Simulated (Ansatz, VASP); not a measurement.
# Two plane-wave programs on Sn

```xyz
3
Lattice="5.2211 0.0000 0.0000 -2.6106 4.5216 0.0000 0.0000 0.0000 3.1856" Properties=species:S:1:pos:R:3 pbc="T T T"
Sn    0.0000    0.0000    0.0000
Sn    0.0000    3.0144    1.5928
Sn    2.6106    1.5072    1.5928
```

Alike in both runs: task single point; functional revPBE; k mesh 8 × 8 × 11; occupations fermi-dirac, width 0.1 eV; no spin polarisation.

|  | VASP | Ansatz |
| --- | --- | --- |
| version | VASP 6.6.1 | Ansatz 0.2.0 |
| potentials or method | VASP PAW PBE potentials, release 64 (Sn_d), cutoff 520 eV | plane waves (420 eV) with PAW, scalar-relativistic |
| valence electrons in the cell | 42 | 42 |

|  | VASP | Ansatz | Ansatz less VASP |
| --- | --- | --- | --- |
| pressure (GPa) | 7.9 | 8.0 | +0.06 |
| traceless stress, the component that is largest in VASP (GPa) | -2.54 | -2.54 | -0.007 |

VASP's potentials were made for PBE, not for revPBE. The functional is the same, so the differences come from potentials, cutoffs and numerics.
